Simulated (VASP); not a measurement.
A run of VASP 6.6.1:

File INCAR:

```
SYSTEM = SnO2
ALGO = Normal
EDIFF = 1E-7
EDIFFG = -0.01
ENCUT = 600
GGA = PE
IBRION = 2
ISIF = 3
ISMEAR = -1
LASPH = .TRUE.
LCHARG = .FALSE.
LREAL = .FALSE.
LWAVE = .FALSE.
NELM = 80
NSW = 80
PREC = Accurate
PSTRESS = 300.0
SIGMA = 0.05
```

KPOINTS

```
k-points
0
G
  4 4 6
  0 0 0
```

The input POSCAR:

```
SnO2
1.0
    4.7380000000      0.0000000000      0.0000000000
    0.0000000000      4.7380000000      0.0000000000
    0.0000000000      0.0000000000      3.1865000000
Sn O
2 4
Direct
    0.0000000000      0.0000000000      0.0000000000
    0.5000000000      0.5000000000      0.5000000000
    0.3071000000      0.3071000000      0.0000000000
    0.1929000000      0.8071000000      0.5000000000
    0.6929000000      0.6929000000      0.0000000000
    0.8071000000      0.1929000000      0.5000000000
```

Potentials or basis: VASP PAW PBE potentials, release 64 (Sn_d, O).

Launch:

```bash
$ cat potpaw_PBE.64/Sn_d/POTCAR potpaw_PBE.64/O/POTCAR > POTCAR
$ mpirun -np 1 vasp_std > vasp.out
```

Hardware: 1 thread of AMD EPYC 9R45 96-Core Processor (Zen 5) (shared host).

Question: Estimate the wall time of this run.

Answer: Run time: 5.4 min on 1 thread of AMD EPYC 9R45 96-Core Processor (Zen 5) (shared host), peak memory 0.21 GiB. Counts: scf iterations 108, k points 24, ion steps 12.
